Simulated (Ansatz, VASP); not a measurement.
Ta in VASP and in Ansatz

```xyz
2
Lattice="0.0000 2.9965 2.9965 2.9965 0.0000 2.9965 2.9965 2.9965 0.0000" Properties=species:S:1:pos:R:3 pbc="T T T"
Ta    0.7491    0.7491    0.7491
Ta    5.2439    5.2439    5.2439
```

Alike in both runs: task single point; functional RPBE; k mesh 10 × 10 × 10; occupations fermi-dirac, width 0.1 eV; no spin polarisation.

```csv
,VASP,Ansatz
version,VASP 6.6.1,Ansatz 0.2.0
potentials or method,"VASP PAW PBE potentials, release 64 (Ta_pv), cutoff 520 eV","plane waves (420 eV) with PAW, scalar-relativistic"
valence electrons in the cell,22,26
```

```csv
,VASP,Ansatz,Ansatz less VASP
pressure (GPa),6.4,6.3,-0.10
```

VASP's potentials were made for PBE, not for RPBE. VASP's potentials hold 22 valence electrons a cell and Ansatz's 26, so a difference there can come from the potentials and not from the codes.

Neither program's run includes spin-orbit coupling.
